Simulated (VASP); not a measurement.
# LiH (zincblende type) (F-43m) in VASP: notebook, part 2 of 2

VASP 6.6.1. The steps go on from the part before.

### Step 4. Electric field gradients, PBE

Input file INCAR:

```
SYSTEM = LiH
PREC     = Accurate       ! precision mode
ENCUT    = 520            ! plane-wave cutoff, eV
EDIFF    = 1E-8           ! SCF threshold, eV
ISMEAR   = -1             ! smearing method
SIGMA    = 0.05           ! smearing width, eV
LREAL    = .False.        ! projectors in reciprocal space
LASPH    = .True.         ! aspherical terms in the spheres
NELM     = 80             ! most SCF steps
ALGO     = Normal         ! electronic algorithm
ISIF     = 2              ! what is computed and relaxed
LWAVE    = .False.        ! write WAVECAR
LCHARG   = .False.        ! write CHGCAR
GGA      = PE             ! functional
LEFG     = .True.       
NBANDS   = 9              ! bands
```

Input file KPOINTS:

```
regular mesh
0
Gamma
  10 10 10
  0 0 0
```

Input file POSCAR:

```
LiH
1.0
    0.0000000000      2.1448522242      2.1448522242
    2.1448522242      0.0000000000      2.1448522242
    2.1448522242      2.1448522242      0.0000000000
Li H
1 1
Direct
    0.0000000000      0.0000000000      0.0000000000
    0.2500000000      0.2500000000      0.2500000000
```

Potentials or basis: VASP PAW PBE potentials, release 64 (Li_sv, H).

The run is started by

```console
$ cat potpaw_PBE.64/Li_sv/POTCAR potpaw_PBE.64/H/POTCAR > POTCAR
$ mpirun -np 1 vasp_std > vasp.out
```

OUTCAR:

```text
SYSTEM = LiH
   PREC = Accurate
   ENCUT = 520
   EDIFF = 1E-8
   ISMEAR = -1
   LREAL = .False.
   LASPH = .True.
   NELM = 80
   ISIF = 2
   GGA = PE

 ion  position               nearest neighbor table
   1  0.000  0.000  0.000-
   2  0.250  0.250  0.250-

  LATTYP: Found a face centered cubic cell.
 ALAT       =     4.2897044484

  Lattice vectors:

 A1 = (   0.0000000000,   2.1448522242,   2.1448522242)
 A2 = (   2.1448522242,   0.0000000000,   2.1448522242)
 A3 = (   2.1448522242,   2.1448522242,   0.0000000000)

Analysis of symmetry for initial positions (statically):
=====================================================================
 Subroutine PRICEL returns:
 Original cell was already a primitive cell.

 Routine SETGRP: Setting up the symmetry group for a
 face centered cubic supercell.

 Subroutine GETGRP returns: Found 24 space group operations
 (whereof 24 operations were pure point group operations)
 out of a pool of 48 trial point group operations.

The static configuration has the point symmetry T_d .

Analysis of symmetry for dynamics (positions and initial velocities):
=====================================================================
 Subroutine PRICEL returns:
 Original cell was already a primitive cell.

 Routine SETGRP: Setting up the symmetry group for a
 face centered cubic supercell.

 Subroutine GETGRP returns: Found 24 space group operations
 (whereof 24 operations were pure point group operations)
 out of a pool of 48 trial point group operations.

The dynamic configuration has the point symmetry T_d .

 Subroutine INISYM returns: Found 24 space group operations
 (whereof 24 operations are pure point group operations),
 and found     1 'primitive' translations

----------------------------------------------------------------------------------------

                                     Primitive cell

  volume of cell :      19.7343

  direct lattice vectors                    reciprocal lattice vectors
     0.000000000  2.144852224  2.144852224    -0.233116293  0.233116293  0.233116293
     2.144852224  0.000000000  2.144852224     0.233116293 -0.233116293  0.233116293
     2.144852224  2.144852224  0.000000000     0.233116293  0.233116293 -0.233116293

  length of vectors
     3.033279105  3.033279105  3.033279105     0.403769264  0.403769264  0.403769264

  position of ions in fractional coordinates (direct lattice)
     0.000000000  0.000000000  0.000000000
     0.250000000  0.250000000  0.250000000

  ion indices of the primitive-cell ions
   primitive index   ion index
                 1           1
                 2           2

----------------------------------------------------------------------------------------

 KPOINTS: regular mesh

Automatic generation of k-mesh.
 Grid dimensions read from file:
 generate k-points for:   10   10   10

 Generating k-lattice:

[... 66 lines left out ...]
   NFREE  =      0    steps in history (QN), initial steepest desc. (CG)
   ISIF   =      2    stress and relaxation
   ISYM   =      2    0-nonsym 1-usesym 2-fastsym
   POTIM  = 0.5000    time-step for ionic-motion
   TEBEG  =    0.0;   TEEND  =   0.0 temperature during run
   PSTRESS=    0.0 pullay stress
   NELECT =       4.0000    total number of electrons
   NUPDOWN=      -1.0000    fix difference up-down
   EMIN   =  10.00;   EMAX   =-10.00  energy-range for DOS
   EFERMI =   0.00;   METHOD = LEGACY
   ISMEAR =    -1;   SIGMA  =   0.05  broadening in eV -4-tet -1-fermi 0-gaus
   EFERMI_NEDOS =   21; number of points for ismear=-14 and -15
   IALGO  =     38    algorithm
   IMIX   =      4    mixing-type and parameters
     AMIX     =   0.40;   BMIX     =  1.00
     AMIX_MAG =   1.60;   BMIX_MAG =  1.00
  volume/ion in A,a.u.               =       9.87        66.59
  Fermi-wavevector in a.u.,A,eV,Ry     =   0.961658  1.817271 12.582487  0.924787
  Thomas-Fermi vector in A             =   2.091049
   LORBIT       =      0    0 simple, 1 ext, 2 COOP (PROOUT), +10 PAW based schemes
   GGA     = PE    functional components
   LHFCALC =     F    Hartree Fock is set to
   AEXX    =    0.0000 exact exchange contribution
   IVDW    =     0    specifies the selected vdW correction
   LEPSILON=     F    determine dielectric tensor
   LRPA    =     F    only Hartree local field effects (RPA)
 non-spin polarized calculation
  energy-cutoff  :      520.00
  volume of cell :       19.73
 maximum number of plane-waves:       544
   NGX = 11   NGY = 11   NGZ = 11

 number of electron       3.9999993 magnetization

 Free energy of the ion-electron system (eV)
  ---------------------------------------------------
  ext. energy  EPLUGINS =         0.00000000
  ---------------------------------------------------
  free energy    TOTEN  =        -6.03064634 eV

  energy without entropy =       -6.03064634  energy(sigma->0) =       -6.03064634

 E-fermi :  -0.5264     XC(G=0):  -7.6951

 val. band max:       -1.6843989140   @ k =  -0.3000   0.5000   0.2000
 cond. band min:       2.5556676368   @ k =   0.5000   0.0000   0.0000
 fundamental gap:      4.2400665507
 Fermi energy:        -0.5263518350

 k-point     1 :       0.0000    0.0000    0.0000
  band No.  band energies     occupation
      1     -45.0079      2.00000
      2      -5.3500      2.00000
      3      11.4169      0.00000
      4      15.6178      0.00000
      5      15.6178      0.00000
      6      15.6178      0.00000
      7      18.1854      0.00000
      8      18.1854      0.00000
      9      18.1854      0.00000
[... 265 lines left out ...]
 k-point    24 :       0.4000    0.3000    0.0000
  band No.  band energies     occupation
      1     -44.9838      2.00000
      2      -2.9586      2.00000
      3       6.0405      0.00000
      4       9.1080      0.00000
      5       9.9284      0.00000
      6      11.6254      0.00000
      7      16.7221      0.00000
      8      25.4437      0.00000
      9      26.1499      0.00000

 [... further k-points ...]
[... 5 lines left out ...]
  --------------------------------------------------------------------------------------
  -------------------------------------------------------------------------------------
  Total       -0.0234310     -0.0234310     -0.0234310      0.0000000      0.0000000     -0.0000000
  in kB       -1.9023042     -1.9023042     -1.9023042      0.0000000      0.0000000     -0.0000000
  external PRESSURE =      -1.9023042 kB  Pullay stress =       0.0000000 kB

 VOLUME and BASIS-vectors are now :
 -----------------------------------------------------------------------------
  energy-cutoff  :      520.00
  volume of cell :       19.73
      direct lattice vectors                 reciprocal lattice vectors
     0.000000000  2.144852224  2.144852224    -0.233116293  0.233116293  0.233116293
     2.144852224  0.000000000  2.144852224     0.233116293 -0.233116293  0.233116293
     2.144852224  2.144852224  0.000000000     0.233116293  0.233116293 -0.233116293

 POSITION                                       TOTAL-FORCE (eV/Angst)
 -----------------------------------------------------------------------------------
      0.00000      0.00000      0.00000         0.000000      0.000000      0.000000
      1.07243      1.07243      1.07243        -0.000000     -0.000000     -0.000000
 -----------------------------------------------------------------------------------
    total drift:                                0.000000      0.000000     -0.000000

  FREE ENERGIE OF THE ION-ELECTRON SYSTEM (eV)
  ---------------------------------------------------
  free  energy   TOTEN  =        -6.0306463404 eV

  energy  without entropy=       -6.0306463404  energy(sigma->0) =       -6.03064634

 Electric field gradients (V/A^2)
---------------------------------------------------------------------
 ion       V_xx      V_yy      V_zz      V_xy      V_xz      V_yz
---------------------------------------------------------------------
   1      -0.000    -0.000     0.000    -0.002    -0.002    -0.002
   2      -0.000    -0.000     0.000     0.000     0.000     0.000
---------------------------------------------------------------------

 Electric field gradients after diagonalization (V/A^2)
 (convention: |V_zz| > |V_xx| > |V_yy|)
----------------------------------------------------------------------
 ion       V_xx      V_yy      V_zz     asymmetry (V_yy - V_xx)/ V_zz
----------------------------------------------------------------------
   1       0.002     0.002    -0.004       0.000
   2      -0.000    -0.000     0.001       0.000
----------------------------------------------------------------------

           NMR quadrupolar parameters

 Cq : quadrupolar parameter    Cq=e*Q*V_zz/h
 eta: asymmetry parameters     (V_yy - V_xx)/ V_zz
 Q  : nuclear electric quadrupole moment in mb (millibarn)
----------------------------------------------------------------------
 ion       Cq(MHz)       eta       Q (mb)
----------------------------------------------------------------------
   1      -0.000       0.000       1.000
   2       0.000       0.000       1.000
----------------------------------------------------------------------
```

Wall time 4.4 s (1 thread of Intel Xeon Platinum 8488C (Sapphire Rapids), shared host); peak memory 0.13 GiB.

Results:

```
Free energy            : -6.0306 eV
Band gap on the k mesh : 4.24 eV, indirect (least direct gap 5.27 eV)
```

Levels at points of the mesh, in eV from the valence-band top:
```
           k point  band 1  band 2  band 3  band 4  band 5
(0.00, 0.00, 0.00)  -43.32   -3.67   13.10   17.30   17.30
(0.50, 0.00, 0.00)  -43.30   -1.03    4.24   15.09   15.09
(0.50, 0.50, 0.00)  -43.29   -0.31    7.22    9.99   10.76
```

Caveat: the cutoff is under 1.25 times the usual one of these potentials, so pressure, stress and relaxed cells hold a basis-set (Pulay) error; without QUAD_EFG the Cq values of the log hold for a quadrupole moment of 1 mb, not for the nuclei. Expect the measured gap to be larger: semilocal functionals such as PBE lack the derivative discontinuity.

### Step 5. Electric field gradients, PBE

Input file INCAR:

```
SYSTEM = LiH
ALGO = Normal
EDIFF = 1E-8
ENCUT = 520
GGA = PE
ISIF = 2
ISMEAR = -1
LASPH = .True.
LCHARG = .False.
LEFG = .True.
LREAL = .False.
LWAVE = .False.
NBANDS = 9
NELM = 80
PREC = Accurate
SIGMA = 0.05
```

Input file KPOINTS:

```
k-points
0
Gamma
  18 18 18
  0 0 0
```

POSCAR is that of step 4.

Potentials or basis: VASP PAW PBE potentials, release 64 (Li_sv, H).

The run is started by

```console
$ cat potpaw_PBE.64/Li_sv/POTCAR potpaw_PBE.64/H/POTCAR > POTCAR
$ mpirun -np 1 vasp_std > vasp.out
```

OUTCAR:

```text
SYSTEM = LiH
   EDIFF = 1E-8
   ENCUT = 520
   GGA = PE
   ISIF = 2
   ISMEAR = -1
   LASPH = .True.
   LREAL = .False.
   NELM = 80
   PREC = Accurate

 ion  position               nearest neighbor table
   1  0.000  0.000  0.000-
   2  0.250  0.250  0.250-

  LATTYP: Found a face centered cubic cell.
 ALAT       =     4.2897044484

  Lattice vectors:

 A1 = (   0.0000000000,   2.1448522242,   2.1448522242)
 A2 = (   2.1448522242,   0.0000000000,   2.1448522242)
 A3 = (   2.1448522242,   2.1448522242,   0.0000000000)

Analysis of symmetry for initial positions (statically):
=====================================================================
 Subroutine PRICEL returns:
 Original cell was already a primitive cell.

 Routine SETGRP: Setting up the symmetry group for a
 face centered cubic supercell.

 Subroutine GETGRP returns: Found 24 space group operations
 (whereof 24 operations were pure point group operations)
 out of a pool of 48 trial point group operations.

The static configuration has the point symmetry T_d .

Analysis of symmetry for dynamics (positions and initial velocities):
=====================================================================
 Subroutine PRICEL returns:
 Original cell was already a primitive cell.

 Routine SETGRP: Setting up the symmetry group for a
 face centered cubic supercell.

 Subroutine GETGRP returns: Found 24 space group operations
 (whereof 24 operations were pure point group operations)
 out of a pool of 48 trial point group operations.

[... 164 lines left out ...]
      9      18.1854      0.00000
[... 265 lines left out ...]
 k-point    24 :      -0.2222    0.0556    0.0000
  band No.  band energies     occupation
      1     -44.9968      2.00000
      2      -4.4198      2.00000
      3       6.9155      0.00000
      4      12.7496      0.00000
      5      14.4335      0.00000
      6      14.6882      0.00000
      7      18.8402      0.00000
      8      19.6365      0.00000
      9      21.6693      0.00000

 [... further k-points ...]

------------------------ aborting loop because EDIFF is reached ----------------------------------------

  FORCE on cell =-STRESS in cart. coord.  units (eV):
  Direction    XX          YY          ZZ          XY          YZ          ZX
  --------------------------------------------------------------------------------------
  -------------------------------------------------------------------------------------
  Total       -0.0234478     -0.0234478     -0.0234478     -0.0000000      0.0000000     -0.0000000
  in kB       -1.9036662     -1.9036662     -1.9036662     -0.0000000      0.0000000     -0.0000000
  external PRESSURE =      -1.9036662 kB  Pullay stress =       0.0000000 kB

 VOLUME and BASIS-vectors are now :
 -----------------------------------------------------------------------------
  energy-cutoff  :      520.00
  volume of cell :       19.73
      direct lattice vectors                 reciprocal lattice vectors
     0.000000000  2.144852224  2.144852224    -0.233116293  0.233116293  0.233116293
     2.144852224  0.000000000  2.144852224     0.233116293 -0.233116293  0.233116293
     2.144852224  2.144852224  0.000000000     0.233116293  0.233116293 -0.233116293

 POSITION                                       TOTAL-FORCE (eV/Angst)
 -----------------------------------------------------------------------------------
      0.00000      0.00000      0.00000         0.000000     -0.000000      0.000000
      1.07243      1.07243      1.07243        -0.000000      0.000000     -0.000000
 -----------------------------------------------------------------------------------
    total drift:                                0.000000      0.000000     -0.000000

  FREE ENERGIE OF THE ION-ELECTRON SYSTEM (eV)
  ---------------------------------------------------
  free  energy   TOTEN  =        -6.0306405670 eV

  energy  without entropy=       -6.0306405670  energy(sigma->0) =       -6.03064057

 Electric field gradients (V/A^2)
---------------------------------------------------------------------
 ion       V_xx      V_yy      V_zz      V_xy      V_xz      V_yz
---------------------------------------------------------------------
   1      -0.000    -0.000     0.000    -0.002    -0.002    -0.002
   2      -0.000    -0.000     0.000     0.000     0.000     0.000
---------------------------------------------------------------------

 Electric field gradients after diagonalization (V/A^2)
 (convention: |V_zz| > |V_xx| > |V_yy|)
----------------------------------------------------------------------
 ion       V_xx      V_yy      V_zz     asymmetry (V_yy - V_xx)/ V_zz
----------------------------------------------------------------------
   1       0.002     0.002    -0.004       0.000
   2      -0.000    -0.000     0.001       0.000
----------------------------------------------------------------------

           NMR quadrupolar parameters

 Cq : quadrupolar parameter    Cq=e*Q*V_zz/h
 eta: asymmetry parameters     (V_yy - V_xx)/ V_zz
 Q  : nuclear electric quadrupole moment in mb (millibarn)
----------------------------------------------------------------------
 ion       Cq(MHz)       eta       Q (mb)
----------------------------------------------------------------------
   1      -0.000       0.000       1.000
   2       0.000       0.000       1.000
----------------------------------------------------------------------
```

stdout:

```text
POSCAR found type information on POSCAR LiH
 POSCAR found :  2 types and       2 ions
 scaLAPACK will be used
 LDA part: xc-table for (Slater+PW92), standard interpolation
 POSCAR, INCAR and KPOINTS ok, starting setup
 FFT: planning ... GRIDC
 FFT: planning ... GRID_SOFT
 FFT: planning ... GRID
 WAVECAR not read
 entering main loop
ion   1

ion   2
```

It took 14 s on 1 thread of Intel Xeon Platinum 8488C (Sapphire Rapids), shared host; peak memory 0.15 GiB.

What came out:

```yaml
Free_energy: -6.0306 eV
Band_gap_on_the_k_mesh: 4.21 eV, indirect (least direct gap 5.27 eV)
```

Caveat: the cutoff is under 1.25 times the usual one of these potentials, so pressure, stress and relaxed cells hold a basis-set (Pulay) error; without QUAD_EFG the Cq values of the log hold for a quadrupole moment of 1 mb, not for the nuclei.

### Step 6. Summary

```csv
k mesh,gap on the mesh (eV)
4 × 4 × 4,4.20
6 × 6 × 6,4.30
10 × 10 × 10,4.24
18 × 18 × 18,4.21
```

Alike in all rows: task electric field gradients; level PBE; potentials or basis VASP PAW PBE potentials, release 64 (Li_sv, H); no spin polarisation; cell as given; cutoff (eV) 520; smearing fermi-dirac 0.05 eV.

Caveats: some runs use coarse meshes; the cutoff is under 1.25 times the usual one of these potentials, so pressure, stress and relaxed cells hold a basis-set (Pulay) error.

Absolute energies hang on the potentials; compare differences alone.
